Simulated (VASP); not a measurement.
# AlN in VASP: settings compared

Aim: see how the results for AlN move with the level of theory and the settings. Levels: PBE, PBE-based screened hybrid with 25 % exact exchange. Tasks: single point.

All numbers are computed with VASP 6.6.1; they aren't measurements. Logs are shortened: lines on timing, memory, paths and dates and some standing lists are left out, and cuts for length are marked.

**1. The cell of the first run**

The typed cell holds 2 atoms: a = 3.089 Å, b = 3.089 Å, c = 3.089 Å, α = 60.00°, β = 60.00°, γ = 60.00°.

**2. Single point, PBE (atoms moved at random)**

INCAR

```
SYSTEM = AlN
  PREC = Accurate
  ENCUT = 450
  EDIFF = 1E-7
  ISMEAR = 0
  SIGMA = 0.02
  LREAL = .False.
  LASPH = .True.
  ALGO = Normal
  NELM = 100
  ISIF = 2
  LWAVE = .False.
  LCHARG = .False.
```

KPOINTS

```
k-points
0
Gamma
  9 9 9
```

POSCAR

```
AlN
1.0
    0.0000000000      2.1839935596      2.1839935596
    2.1839935596      0.0000000000      2.1839935596
    2.1839935596      2.1839935596      0.0000000000
Al N
1 1
Direct
    0.0012090000      0.0010020000      0.0042010000
    0.2518540000      0.2399270000      0.2615200000
```

Potentials or basis: VASP PAW PBE potentials, release 64 (Al, N).

On the command line:

```
$ cat potpaw_PBE.64/Al/POTCAR potpaw_PBE.64/N/POTCAR > POTCAR
$ mpirun -np 1 vasp_std > vasp.out
```

OUTCAR:

```text
SYSTEM = AlN
   PREC = Accurate
   ENCUT = 450
   EDIFF = 1E-7
   ISMEAR = 0
   LREAL = .False.
   LASPH = .True.
   NELM = 100
   ISIF = 2

 Found    365 irreducible k-points:

 Following reciprocal coordinates:
            Coordinates               Weight
  0.000000  0.000000  0.000000      1.000000
  0.111111  0.000000  0.000000      2.000000
  0.000000  0.111111  0.000000      2.000000
  0.000000  0.000000  0.111111      2.000000
  0.111111  0.111111  0.111111      2.000000
  0.222222  0.000000  0.000000      2.000000
   k-points           NKPTS =    365   k-points in BZ     NKDIM =    365   number of bands    NBANDS=      8
   number of dos      NEDOS =    301   number of ions     NIONS =      2
   total plane-waves  NPLWV =  13824
   dimension x,y,z NGX =    24 NGY =   24 NGZ =   24
   dimension x,y,z NGXF=    48 NGYF=   48 NGZF=   48
   ions per type =               1   1
   NGX,Y,Z   is equivalent  to a cutoff of  12.92, 12.92, 12.92 a.u.
   NGXF,Y,Z  is equivalent  to a cutoff of  25.84, 25.84, 25.84 a.u.
 SYSTEM =  AlN
   PREC   = accura    normal or accurate (medium, high low for compatibility)
   ISTART =      0    job   : 0-new  1-cont  2-samecut
   ICHARG =      2    charge: 1-file 2-atom 10-const
   ISPIN  =      1    spin polarized calculation?
   LNONCOLLINEAR =      F non collinear calculations
   LSORBIT =      F    spin-orbit coupling
   LASPH  =      T    aspherical Exc in radial PAW
   ENCUT  =  450.0 eV  33.07 Ry    5.75 a.u.   5.34  5.34  5.34*2*pi/ulx,y,z
   NELM   =    100;   NELMIN=  2; NELMDL= -5     # of ELM steps
   EDIFF  = 0.1E-06   stopping-criterion for ELM
   LREAL  =      F    real-space projection
   EDIFFG = 0.1E-05   stopping-criterion for IOM
   NSW    =      0    number of steps for IOM
   IBRION =     -1    ionic relax: 0-MD 1-quasi-New 2-CG
   NFREE  =      0    steps in history (QN), initial steepest desc. (CG)
   ISIF   =      2    stress and relaxation
   ISYM   =      2    0-nonsym 1-usesym 2-fastsym
   POTIM  = 0.5000    time-step for ionic-motion
   TEBEG  =    0.0;   TEEND  =   0.0 temperature during run

   SCALEE = 1.0000    scale energy and forces
   PSTRESS=    0.0 pullay stress
   NELECT =       8.0000    total number of electrons
   NUPDOWN=      -1.0000    fix difference up-down
   EMIN   =  10.00;   EMAX   =-10.00  energy-range for DOS
   EFERMI =   0.00;   METHOD = LEGACY
   ISMEAR =     0;   SIGMA  =   0.02  broadening in eV -4-tet -1-fermi 0-gaus
   EFERMI_NEDOS =   21; number of points for ismear=-14 and -15
   IALGO  =     38    algorithm
   IMIX   =      4    mixing-type and parameters
     AMIX     =   0.40;   BMIX     =  1.00
     AMIX_MAG =   1.60;   BMIX_MAG =  1.00
  volume/ion in A,a.u.               =      10.42        70.30
  Fermi-wavevector in a.u.,A,eV,Ry     =   1.189899  2.248583 19.263943  1.415860
  Thomas-Fermi vector in A             =   2.325996
   LORBIT       =      0    0 simple, 1 ext, 2 COOP (PROOUT), +10 PAW based schemes
   GGA     = PE    functional components
   LHFCALC =     F    Hartree Fock is set to
   AEXX    =    0.0000 exact exchange contribution
   IVDW    =     0    specifies the selected vdW correction
   LEPSILON=     F    determine dielectric tensor
   LRPA    =     F    only Hartree local field effects (RPA)

   CSHIFT  =0.1000    complex shift for real part using Kramers Kronig

   OMEGAMAX=  -1.0    maximum frequency
 non-spin polarized calculation
 Gauss-broadening in eV      SIGMA  =   0.02
  energy-cutoff  :      450.00
  volume of cell :       20.83
 maximum number of plane-waves:       465
 NGX is ok and might be reduce to    24
   NGX = 11   NGY = 11   NGZ = 11

 number of electron       8.0000000 magnetization

 Free energy of the ion-electron system (eV)
  ---------------------------------------------------
  ext. energy  EPLUGINS =         0.00000000
  ---------------------------------------------------
  free energy    TOTEN  =       -14.83717141 eV

  energy without entropy =      -14.83717141  energy(sigma->0) =      -14.83717141

 E-fermi :   6.1919     XC(G=0): -10.9338

 val. band max:        6.0573102019   @ k =   0.0000   0.0000   0.0000
 cond. band min:       9.4715679903   @ k =   0.0000   0.4444   0.4444
 fundamental gap:      3.4142577884
 Fermi energy:         6.1918925883

 k-point     1 :       0.0000    0.0000    0.0000
  band No.  band energies     occupation
      1      -9.0116      2.00000
      2       5.9036      2.00000
      3       5.9497      2.00000
      4       6.0573      2.00000
      5      10.1637      0.00000
      6      18.5208      0.00000
      7      18.5333      0.00000
      8      18.5402      0.00000

 k-point     2 :       0.1111    0.0000    0.0000
  band No.  band energies     occupation
      1      -8.8315      2.00000
      2       4.9925      2.00000
      3       5.8463      2.00000
      4       5.9751      2.00000
      5      10.9471      0.00000
      6      18.0543      0.00000
      7      18.6746      0.00000
      8      18.7058      0.00000

 k-point     3 :       0.0000    0.1111    0.0000
  band No.  band energies     occupation
      1      -8.8319      2.00000
      2       5.0648      2.00000
      3       5.8426      2.00000
      4       5.8873      2.00000
      5      10.9667      0.00000
      6      18.0554      0.00000
      7      18.6691      0.00000
      8      18.6841      0.00000

 k-point     4 :       0.0000    0.0000    0.1111
  band No.  band energies     occupation
      1      -8.8313      2.00000
      2       4.9532      2.00000
      3       5.8856      2.00000
      4       5.9858      2.00000
      5      10.9363      0.00000
      6      18.0632      0.00000
      7      18.6812      0.00000
      8      18.7052      0.00000

 k-point     5 :       0.1111    0.1111    0.1111
  band No.  band energies     occupation
      1      -8.8314      2.00000
      2       4.9778      2.00000
      3       5.8586      2.00000
      4       5.9815      2.00000
      5      10.9431      0.00000
      6      18.0568      0.00000
      7      18.6747      0.00000
      8      18.7087      0.00000

 k-point     6 :       0.2222    0.0000    0.0000
  band No.  band energies     occupation
      1      -8.3261      2.00000
      2       3.1722      2.00000
      3       5.6976      2.00000
      4       5.8205      2.00000
      5      12.1713      0.00000
      6      17.1540      0.00000
      7      18.4405      0.00000
      8      18.5256      0.00000

 [... further k-points ...]
[... 5 lines left out ...]
  --------------------------------------------------------------------------------------
  -------------------------------------------------------------------------------------
  Total        0.5161698      0.5100706      0.5045196      0.2072045      0.0615393     -0.1553444
  in kB       39.6934772     39.2244466     38.7975702     15.9340342      4.7323729    -11.9459926
  external PRESSURE =      39.2384980 kB  Pullay stress =       0.0000000 kB

 VOLUME and BASIS-vectors are now :
 -----------------------------------------------------------------------------
  energy-cutoff  :      450.00
  volume of cell :       20.83
      direct lattice vectors                 reciprocal lattice vectors
     0.000000000  2.183993560  2.183993560    -0.228938404  0.228938404  0.228938404
     2.183993560  0.000000000  2.183993560     0.228938404 -0.228938404  0.228938404
     2.183993560  2.183993560  0.000000000     0.228938404  0.228938404 -0.228938404

 POSITION                                       TOTAL-FORCE (eV/Angst)
 -----------------------------------------------------------------------------------
      0.01136      0.01182      0.00483        -0.096617      0.244888     -0.326585
      1.09516      1.12121      1.07405         0.096617     -0.244888      0.326585
 -----------------------------------------------------------------------------------
    total drift:                                0.000033     -0.000049      0.000000

  FREE ENERGIE OF THE ION-ELECTRON SYSTEM (eV)
  ---------------------------------------------------
  free  energy   TOTEN  =       -14.8371714055 eV

  energy  without entropy=      -14.8371714055  energy(sigma->0) =      -14.83717141
```

Wall time 16 s (1 thread of Intel Xeon 6975P-C (Granite Rapids), shared host); peak memory 0.17 GiB.

What came out:

* Free energy: -14.8372 eV
* Largest force: 0.419 eV/Å
* Band gap on the k mesh: 3.41 eV (least direct gap 4.11 eV)

Forces in eV/Å, atoms in the order of the input:
```
Al  -0.097  0.245 -0.327
N    0.097 -0.245  0.327
```

Caveat: the cell differs from its parent crystal (atoms moved at random); the cutoff is under 1.25 times the usual one of these potentials, so pressure, stress and relaxed cells hold a basis-set (Pulay) error; an odd mesh through Γ misses points on the zone boundary, where band edges can lie.

**3. Single point, PBE-based screened hybrid with 25 % exact exchange**

POSCAR

```
AlN
1.0
    0.0000000000      2.1839935596      2.1839935596
    2.1839935596      0.0000000000      2.1839935596
    2.1839935596      2.1839935596      0.0000000000
Al N
1 1
Direct
    0.0000000000      0.0000000000      0.0000000000
    0.2500000000      0.2500000000      0.2500000000
```

INCAR.step1

```
SYSTEM = AlN
PREC     = Accurate       ! precision mode
ENCUT    = 520            ! plane-wave cutoff, eV
EDIFF    = 1E-5           ! SCF threshold, eV
ISMEAR   = -1             ! smearing method
SIGMA    = 0.05           ! smearing width, eV
LREAL    = .False.        ! projectors in reciprocal space
LASPH    = .True.         ! aspherical terms in the spheres
NELM     = 100            ! most SCF steps
ALGO     = Normal         ! electronic algorithm
ISIF     = 2              ! what is computed and relaxed
LWAVE    = .True.         ! write WAVECAR
LCHARG   = .False.        ! write CHGCAR
GGA      = PE             ! functional
NBANDS   = 11             ! bands
```

INCAR.step2

```
SYSTEM = AlN
PREC     = Accurate       ! precision mode
ENCUT    = 520            ! plane-wave cutoff, eV
EDIFF    = 1E-6           ! SCF threshold, eV
ISMEAR   = -1             ! smearing method
SIGMA    = 0.05           ! smearing width, eV
LREAL    = .False.        ! projectors in reciprocal space
LASPH    = .True.         ! aspherical terms in the spheres
NELM     = 100            ! most SCF steps
ALGO     = Normal         ! electronic algorithm
ISIF     = 2              ! what is computed and relaxed
LWAVE    = .False.        ! write WAVECAR
LCHARG   = .False.        ! write CHGCAR
GGA      = PE             ! functional
LHFCALC  = .True.         ! exact exchange
AEXX     = 0.25           ! exact-exchange fraction
HFSCREEN = 0.3            ! screening, 1/A
PRECFOCK = Normal       
ISTART   = 1            
NBANDS   = 11             ! bands
```

KPOINTS

```
regular mesh
0
Gamma
  5 5 5
  0 0 0
```

Potentials or basis: VASP PAW PBE potentials, release 64 (Al, N).

On the command line:

```
$ cat potpaw_PBE.64/Al/POTCAR potpaw_PBE.64/N/POTCAR > POTCAR
$ cp INCAR.step1 INCAR
$ mpirun -np 1 vasp_std > vasp.out
$ cp INCAR.step2 INCAR
$ mpirun -np 1 vasp_std > vasp.out
```

It took 60 s on 1 thread of Intel Xeon 6975P-C (Granite Rapids), shared host; peak memory 0.23 GiB.

It converged, with:

```
Free energy            : -17.0274 eV
Pressure               : -0.3 GPa
Band gap on the k mesh : 4.94 eV (least direct gap 5.32 eV)
```

Levels at points of the mesh, in eV from the valence-band top:
```csv
k point,band 2,band 3,band 4,band 5,band 6,band 7
"(0.00, 0.00, 0.00)",0.00,0.00,0.00,5.32,13.96,13.96
```

Caveat: the k points lie up to 0.50 Å⁻¹ apart; the PAW data sets were made with another functional, which shifts forces and pressure a little; an odd mesh through Γ misses points on the zone boundary, where band edges can lie.
